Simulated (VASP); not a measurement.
Here is a VASP 6.6.1 calculation.

File INCAR:

```
PREC = Accurate
ENCUT = 520
EDIFF = 1E-7
ISMEAR = 0
SIGMA = 0.15
LREAL = False
LASPH = True
NELM = 80
ALGO = Normal
ISIF = 2
LWAVE = False
LCHARG = False
GGA = PE
NBANDS = 7
```

KPOINTS

```
Automatic mesh
0
Gamma
  18 18 18
```

The input POSCAR:

```
Mg
1.0
   -1.7499000000      1.7499000000      1.5003000000
    1.7499000000     -1.7499000000      1.5003000000
    1.7499000000      1.7499000000     -1.5003000000
Mg
1
Direct
    0.0000000000      0.0000000000      0.0000000000
```

Potentials or basis: VASP PAW PBE potentials, release 64 (Mg).

Run with:

```console
$ cat potpaw_PBE.64/Mg/POTCAR > POTCAR
$ mpirun -np 1 vasp_std > vasp.out
```

(1) Predict the band gap on the k mesh.

(2) What does it give for the pressure?

## Answers

(1) zero (bands 1 and 2 overlap by 5.07 eV).

(2) 12.6 GPa.

Caveat: the cell stands under pressure.
